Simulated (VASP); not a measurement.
# TaV (Cmmm) in VASP: notebook

TaV is run at these levels: LDA; tasks: single point.

Everything below comes from runs of VASP 6.6.1. Logs are shortened: lines on timing, memory, paths and dates and some standing lists are left out, and cuts for length are marked.

### 1 The cell of the first run

The structure is orthorhombic, space group Cmmm (No. 65). The conventional cell has a = 3.126 Å, b = 4.525 Å, c = 4.242 Å, α = 90.00°, β = 90.00°, γ = 90.00°. Within 3.5 Å of Ta (site symmetry mmm) lie 8 V at 2.63 to 3.10 Å and 6 Ta at 2.75 to 3.13 Å. Within 3.5 Å of V (site symmetry mmm) lie 8 Ta at 2.63 to 3.10 Å and 6 V at 2.75 to 3.13 Å.

### 2 Single point, LDA, collinear spin, ferromagnetic start

INCAR reads:

```
SYSTEM = TaV
PREC = Accurate
ENCUT = 520
EDIFF = 1E-6
ISMEAR = -1
SIGMA = 0.05
LREAL = .FALSE.
LASPH = .TRUE.
NELM = 150
ALGO = Normal
ISIF = 2
LWAVE = .FALSE.
LCHARG = .FALSE.
ISPIN = 2
MAGMOM = 0 2
LORBIT = 11
LMAXMIX = 4
NBANDS = 23
```

KPOINTS reads:

```
regular mesh
0
G
  7 7 5
  0 0 0
```

POSCAR reads:

```
TaV
1.0
    1.5631263472     -2.2626546770      0.0000000000
    1.5631263472      2.2626546770      0.0000000000
    0.0000000000      0.0000000000      4.2423771636
Ta V
1 1
Direct
    0.0000000000      0.0000000000      0.0000000000
    0.5000000000      0.5000000000      0.5000000000
```

Potentials or basis: VASP PAW LDA potentials, release 64 (Ta_pv, V_sv).

Command:

```bash
$ cat potpaw_LDA.64/Ta_pv/POTCAR potpaw_LDA.64/V_sv/POTCAR > POTCAR
$ mpirun -np 1 vasp_std > vasp.out
```

OUTCAR:

```text
SYSTEM = TaV
   PREC = Accurate
   ENCUT = 520
   EDIFF = 1E-6
   ISMEAR = -1
   LREAL = .FALSE.
   LASPH = .TRUE.
   NELM = 150
   ISIF = 2
   ISPIN = 2
   LORBIT = 11

 ion  position               nearest neighbor table
   1  0.000  0.000  0.000-   2 2.63   2 2.63   2 2.63   2 2.63   2 3.10   2 3.10   2 3.10   2 3.10

   2  0.500  0.500  0.500-   1 2.63   1 2.63   1 2.63   1 2.63   1 3.10   1 3.10   1 3.10   1 3.10

  LATTYP: Found a base centered orthorhombic cell.
 ALAT       =     3.1262526944
 B/A-ratio  =     1.4475187377
 C/A-ratio  =     1.3570167156

  Lattice vectors:

 A1 = (   1.5631263472,  -2.2626546770,   0.0000000000)
 A2 = (   1.5631263472,   2.2626546770,   0.0000000000)
 A3 = (   0.0000000000,   0.0000000000,   4.2423771636)

Analysis of symmetry for initial positions (statically):
=====================================================================
 Subroutine PRICEL returns:
 Original cell was already a primitive cell.

 Routine SETGRP: Setting up the symmetry group for a
 base centered orthorhombic supercell.

 Subroutine GETGRP returns: Found  8 space group operations
 (whereof  8 operations were pure point group operations)
 out of a pool of  8 trial point group operations.

The static configuration has the point symmetry D_2h.

Analysis of symmetry for dynamics (positions and initial velocities):
=====================================================================
 Subroutine PRICEL returns:
 Original cell was already a primitive cell.

 Routine SETGRP: Setting up the symmetry group for a
 base centered orthorhombic supercell.

 Subroutine GETGRP returns: Found  8 space group operations
 (whereof  8 operations were pure point group operations)
 out of a pool of  8 trial point group operations.

The dynamic configuration has the point symmetry D_2h.

Analysis of structural, dynamic, and magnetic symmetry:
=====================================================================
 Subroutine PRICEL returns:
 Original cell was already a primitive cell.

 Routine SETGRP: Setting up the symmetry group for a
 base centered orthorhombic supercell.

 Subroutine GETGRP returns: Found  8 space group operations
 (whereof  8 operations were pure point group operations)
 out of a pool of  8 trial point group operations.

The overall configuration has the point symmetry D_2h.

 Subroutine INISYM returns: Found  8 space group operations
 (whereof  8 operations are pure point group operations),
 and found     1 'primitive' translations

----------------------------------------------------------------------------------------

                                     Primitive cell

  volume of cell :      30.0090

  direct lattice vectors                    reciprocal lattice vectors
     1.563126347 -2.262654677  0.000000000     0.319871775 -0.220979368  0.000000000
     1.563126347  2.262654677  0.000000000     0.319871775  0.220979368  0.000000000
     0.000000000  0.000000000  4.242377164     0.000000000  0.000000000  0.235716902

  length of vectors
     2.750085483  2.750085483  4.242377164     0.388779930  0.388779930  0.235716902

  position of ions in fractional coordinates (direct lattice)
     0.000000000  0.000000000  0.000000000
     0.500000000  0.500000000  0.500000000

  ion indices of the primitive-cell ions
   primitive index   ion index
                 1           1
                 2           2

----------------------------------------------------------------------------------------

 KPOINTS: regular mesh

Automatic generation of k-mesh.
 Grid dimensions read from file:
 generate k-points for:    7    7    5

 Generating k-lattice:

  Cartesian coordinates                     Fractional coordinates (reciprocal lattice)
     0.045695968 -0.031568481  0.000000000     0.142857143  0.000000000  0.000000000
     0.045695968  0.031568481  0.000000000     0.000000000  0.142857143  0.000000000
     0.000000000  0.000000000  0.047143380     0.000000000  0.000000000  0.200000000

  Length of vectors
     0.055539990  0.055539990  0.047143380

  Shift w.r.t. Gamma in fractional coordinates (k-lattice)
     0.000000000  0.000000000  0.000000000

 Subroutine IBZKPT returns following result:
 ===========================================

 Found     48 irreducible k-points:

 Following reciprocal coordinates:
            Coordinates               Weight
  0.000000  0.000000  0.000000      1.000000
  0.142857  0.000000  0.000000      4.000000
  0.285714 -0.000000  0.000000      4.000000
  0.428571  0.000000  0.000000      4.000000
  0.142857  0.142857  0.000000      2.000000
  0.285714  0.142857  0.000000      4.000000
[... 16 lines left out ...]
  0.428571  0.142857  0.200000      8.000000
 -0.428571  0.142857  0.200000      8.000000
 [... further k-points ...]
   k-points           NKPTS =     48   k-points in BZ     NKDIM =     48   number of bands    NBANDS=     23
   number of dos      NEDOS =    301   number of ions     NIONS =      2
   total plane-waves  NPLWV =  12800
   dimension x,y,z NGX =    20 NGY =   20 NGZ =   32
   dimension x,y,z NGXF=    40 NGYF=   40 NGZF=   64
   ions per type =               1   1
   NGX,Y,Z   is equivalent  to a cutoff of  12.09, 12.09, 12.54 a.u.
   NGXF,Y,Z  is equivalent  to a cutoff of  24.18, 24.18, 25.08 a.u.
 SYSTEM =  TaV
   PREC   = accura    normal or accurate (medium, high low for compatibility)
   ISTART =      0    job   : 0-new  1-cont  2-samecut
   ICHARG =      2    charge: 1-file 2-atom 10-const
   ISPIN  =      2    spin polarized calculation?
   LNONCOLLINEAR =      F non collinear calculations
   LSORBIT =      F    spin-orbit coupling
   LASPH  =      T    aspherical Exc in radial PAW
   ENCUT  =  520.0 eV  38.22 Ry    6.18 a.u.   5.11  5.11  7.89*2*pi/ulx,y,z
   NELM   =    150;   NELMIN=  2; NELMDL= -5     # of ELM steps
   EDIFF  = 0.1E-05   stopping-criterion for ELM
   LREAL  =      F    real-space projection
   EDIFFG = 0.1E-04   stopping-criterion for IOM
   NSW    =      0    number of steps for IOM
   IBRION =     -1    ionic relax: 0-MD 1-quasi-New 2-CG
   NFREE  =      0    steps in history (QN), initial steepest desc. (CG)
   ISIF   =      2    stress and relaxation
   ISYM   =      2    0-nonsym 1-usesym 2-fastsym
   POTIM  = 0.5000    time-step for ionic-motion
   TEBEG  =    0.0;   TEEND  =   0.0 temperature during run
   PSTRESS=    0.0 pullay stress
   NELECT =      24.0000    total number of electrons
   NUPDOWN=      -1.0000    fix difference up-down
   EMIN   =  10.00;   EMAX   =-10.00  energy-range for DOS
   EFERMI =   0.00;   METHOD = LEGACY
   ISMEAR =    -1;   SIGMA  =   0.05  broadening in eV -4-tet -1-fermi 0-gaus
   EFERMI_NEDOS =   21; number of points for ismear=-14 and -15
   IALGO  =     38    algorithm
   IMIX   =      4    mixing-type and parameters
     AMIX     =   0.40;   BMIX     =  1.00
     AMIX_MAG =   1.60;   BMIX_MAG =  1.00
  volume/ion in A,a.u.               =      15.00       101.26
  Fermi-wavevector in a.u.,A,eV,Ry     =   1.519596  2.871619 31.418177  2.309171
  Thomas-Fermi vector in A             =   2.628560
   LORBIT       =     11    0 simple, 1 ext, 2 COOP (PROOUT), +10 PAW based schemes
   GGA     = CA    functional components
   LHFCALC =     F    Hartree Fock is set to
   AEXX    =    0.0000 exact exchange contribution
   IVDW    =     0    specifies the selected vdW correction
   LEPSILON=     F    determine dielectric tensor
   LRPA    =     F    only Hartree local field effects (RPA)
 spin polarized calculation
  energy-cutoff  :      520.00
  volume of cell :       30.01
 maximum number of plane-waves:       825
   NGX = 11   NGY = 11   NGZ = 15

 number of electron      24.0000000 magnetization       0.0011697

 Free energy of the ion-electron system (eV)
  ---------------------------------------------------
  ext. energy  EPLUGINS =         0.00000000
  ---------------------------------------------------
  free energy    TOTEN  =       -22.61509241 eV

  energy without entropy =      -22.58778396  energy(sigma->0) =      -22.60143818

 E-fermi :   7.6081     XC(G=0): -13.2189

 val. band max:        7.6039602900   @ k =   0.1429   0.1429   0.2000
 cond. band min:       7.6203483176   @ k =   0.0000   0.0000   0.4000
 fundamental gap:      0.0163880276
 Fermi energy:         7.6080902432

 spin component 1

 k-point     1 :       0.0000    0.0000    0.0000
  band No.  band energies     occupation
      1     -55.2034      1.00000
      2     -29.5906      1.00000
      3     -29.3147      1.00000
      4     -29.2223      1.00000
      5     -25.5553      1.00000
      6     -25.0575      1.00000
[... 15 lines left out ...]
     22      21.6711      0.00000
     23      25.0304      0.00000

 k-point     2 :       0.1429    0.0000    0.0000
  band No.  band energies     occupation
      1     -55.1931      1.00000
      2     -29.5639      1.00000
      3     -29.3662      1.00000
      4     -29.2523      1.00000
      5     -25.5486      1.00000
      6     -25.2463      1.00000
[... 15 lines left out ...]
     22      21.6695      0.00000
     23      24.2634      0.00000

 k-point     3 :       0.2857   -0.0000    0.0000
  band No.  band energies     occupation
      1     -55.1698      1.00000
      2     -29.5246      1.00000
      3     -29.5035      1.00000
      4     -29.2743      1.00000
      5     -25.7732      1.00000
      6     -25.5337      1.00000
[... 15 lines left out ...]
     22      21.6647      0.00000
     23      24.7352      0.00000
[... 495 lines left out ...]
 k-point    23 :       0.4286    0.1429    0.2000
  band No.  band energies     occupation
      1     -55.1423      1.00000
      2     -29.6638      1.00000
      3     -29.4624      1.00000
      4     -29.3587      1.00000
      5     -26.1409      1.00000
      6     -25.4766      1.00000
[... 15 lines left out ...]
     22      21.6684      0.00000
     23      21.8254      0.00000

 k-point    24 :      -0.4286    0.1429    0.2000
  band No.  band energies     occupation
      1     -55.1456      1.00000
      2     -29.6448      1.00000
      3     -29.4730      1.00000
      4     -29.3408      1.00000
      5     -26.0890      1.00000
      6     -25.4750      1.00000
[... 15 lines left out ...]
     22      22.0474      0.00000
     23      22.4554      0.00000

 [... further k-points ...]

 spin component 2

 k-point     1 :       0.0000    0.0000    0.0000
  band No.  band energies     occupation
      1     -55.2026      1.00000
      2     -29.5898      1.00000
      3     -29.3139      1.00000
      4     -29.2215      1.00000
      5     -25.5552      1.00000
      6     -25.0574      1.00000
[... 15 lines left out ...]
     22      21.6711      0.00000
     23      25.0307      0.00000

 k-point     2 :       0.1429    0.0000    0.0000
  band No.  band energies     occupation
      1     -55.1923      1.00000
      2     -29.5632      1.00000
      3     -29.3653      1.00000
      4     -29.2516      1.00000
      5     -25.5486      1.00000
      6     -25.2462      1.00000
[... 15 lines left out ...]
     22      21.6695      0.00000
     23      24.2637      0.00000

 k-point     3 :       0.2857   -0.0000    0.0000
  band No.  band energies     occupation
      1     -55.1690      1.00000
      2     -29.5238      1.00000
      3     -29.5027      1.00000
      4     -29.2735      1.00000
      5     -25.7732      1.00000
      6     -25.5336      1.00000
[... 15 lines left out ...]
     22      21.6647      0.00000
     23      24.7355      0.00000
[... 495 lines left out ...]
 k-point    23 :       0.4286    0.1429    0.2000
  band No.  band energies     occupation
      1     -55.1415      1.00000
      2     -29.6630      1.00000
      3     -29.4616      1.00000
      4     -29.3579      1.00000
      5     -26.1409      1.00000
      6     -25.4766      1.00000
[... 15 lines left out ...]
     22      21.6684      0.00000
     23      21.8258      0.00000

 k-point    24 :      -0.4286    0.1429    0.2000
  band No.  band energies     occupation
      1     -55.1448      1.00000
      2     -29.6440      1.00000
      3     -29.4722      1.00000
      4     -29.3400      1.00000
      5     -26.0890      1.00000
      6     -25.4749      1.00000
[... 15 lines left out ...]
     22      22.0478      0.00000
     23      22.4557      0.00000

 [... further k-points ...]

------------------------ aborting loop because EDIFF is reached ----------------------------------------

  FORCE on cell =-STRESS in cart. coord.  units (eV):
  Direction    XX          YY          ZZ          XY          YZ          ZX
  --------------------------------------------------------------------------------------
  -------------------------------------------------------------------------------------
  Total        0.1902986      0.1777586      0.1547246     -0.0000000      0.0000000      0.0000000
  in kB       10.1600180      9.4905112      8.2607278     -0.0000000      0.0000000      0.0000000
  external PRESSURE =       9.3037523 kB  Pullay stress =       0.0000000 kB

 VOLUME and BASIS-vectors are now :
 -----------------------------------------------------------------------------
  energy-cutoff  :      520.00
  volume of cell :       30.01
      direct lattice vectors                 reciprocal lattice vectors
     1.563126347 -2.262654677  0.000000000     0.319871775 -0.220979368  0.000000000
     1.563126347  2.262654677  0.000000000     0.319871775  0.220979368  0.000000000
     0.000000000  0.000000000  4.242377164     0.000000000  0.000000000  0.235716902

 POSITION                                       TOTAL-FORCE (eV/Angst)
 -----------------------------------------------------------------------------------
      0.00000      0.00000      0.00000        -0.000000     -0.000000      0.000000
      1.56313      0.00000      2.12119         0.000000      0.000000      0.000000
 -----------------------------------------------------------------------------------
    total drift:                                0.000000      0.000000      0.000000

  FREE ENERGIE OF THE ION-ELECTRON SYSTEM (eV)
  ---------------------------------------------------
  free  energy   TOTEN  =       -22.6150924082 eV

  energy  without entropy=      -22.5877839551  energy(sigma->0) =      -22.60143818

 total charge

# of ion       s       p       d       tot
------------------------------------------
    1        0.410   6.172   2.583   9.164
    2        2.330   6.214   3.137  11.681
--------------------------------------------------
tot          2.740  12.386   5.720  20.846

 magnetization (x)

# of ion       s       p       d       tot
------------------------------------------
    1       -0.000   0.000  -0.000   0.000
    2        0.000   0.000   0.001   0.001
--------------------------------------------------
tot          0.000   0.000   0.001   0.001
```

Wall time 99 s (1 thread of Intel Xeon 8259CL, shared host); peak memory 0.17 GiB.

Results:

- Free energy: -22.6151 eV
- Pressure: 0.9 GPa
- Band gap on the k mesh: zero (filled and empty bands overlap)
- Net moment: 0.00 μB per cell
- Valence electrons inside the program's atomic spheres: Ta 9.16; V 11.68

Levels at points of the mesh, in eV from the Fermi level:
Spin up:
```csv
k point,band 9,band 10,band 11,band 12,band 13,band 14,band 15,band 16
"(0.00, 0.00, 0.00)",-3.94,-1.44,0.04,0.44,0.91,2.13,2.35,2.62
```
Spin down:
```tsv
k point	band 10	band 11	band 12	band 13	band 14	band 15
(0.00, 0.00, 0.00)	-1.44	0.04	0.45	0.92	2.13	2.36
```

Caveat: spin-orbit coupling is left out, which moves the levels of the heavy elements.

### 3 Single point, LDA, collinear spin, ferromagnetic start

This run uses another cell than the first one, of 16.10 Å³/atom.

INCAR reads:

```
PREC = Accurate ; ENCUT = 520
EDIFF = 1E-6 ; ISMEAR = -1
SIGMA = 0.05 ; LREAL = False
LASPH = True ; NELM = 150
ALGO = Normal ; ISIF = 2
LWAVE = False ; LCHARG = False
ISPIN = 2 ; MAGMOM = 0 2
LORBIT = 11 ; LMAXMIX = 4
GGA = CA ; NBANDS = 23
```

KPOINTS reads:

```
regular mesh
0
Gamma
  7 7 5
```

POSCAR reads:

```
TaV
1.0
    1.6067000000     -2.3077750000      0.0000000000
    1.6067000000      2.3077750000      0.0000000000
    0.0000000000      0.0000000000      4.3413610000
Ta V
1 1
Direct
    0.0000000000      0.0000000000      0.0000000000
    0.5000000000      0.5000000000      0.5000000000
```

Potentials or basis: VASP PAW LDA potentials, release 64 (Ta_pv, V_sv).

Command:

```bash
$ cat potpaw_LDA.64/Ta_pv/POTCAR potpaw_LDA.64/V_sv/POTCAR > POTCAR
$ mpirun -np 1 vasp_std > vasp.out
```

Wall time 1.9 min (1 thread of Intel Xeon 8259CL, shared host); peak memory 0.18 GiB.

The run converged. Its results:

```yaml
Free_energy: -22.5343 eV
Pressure: -12.0 GPa
Band_gap_on_the_k_mesh: zero (filled and empty bands overlap)
Net_moment: 0.00 μB per cell
Valence_electrons_inside_the_program's_atomic_spheres: Ta 9.02; V 11.56
```

Stress tensor (GPa, compression positive):
```
-12.67   0.00   0.00
  0.00 -11.71   0.00
  0.00   0.00 -11.74
```

Levels at points of the mesh, in eV from the Fermi level:
Spin up:
| k point | band 10 | band 11 | band 12 | band 13 | band 14 | band 15 |
| --- | --- | --- | --- | --- | --- | --- |
| (0.00, 0.00, 0.00) | -1.32 | 0.08 | 0.49 | 0.84 | 1.97 | 2.19 |
Spin down:
```tsv
k point	band 8	band 9	band 10	band 11	band 12	band 13	band 14	band 15	band 16	band 17
(0.00, 0.00, 0.00)	-7.24	-3.63	-1.32	0.08	0.49	0.84	1.97	2.19	2.27	4.06
```

Caveat: the cell stands under tension; spin-orbit coupling is left out, which moves the levels of the heavy elements.
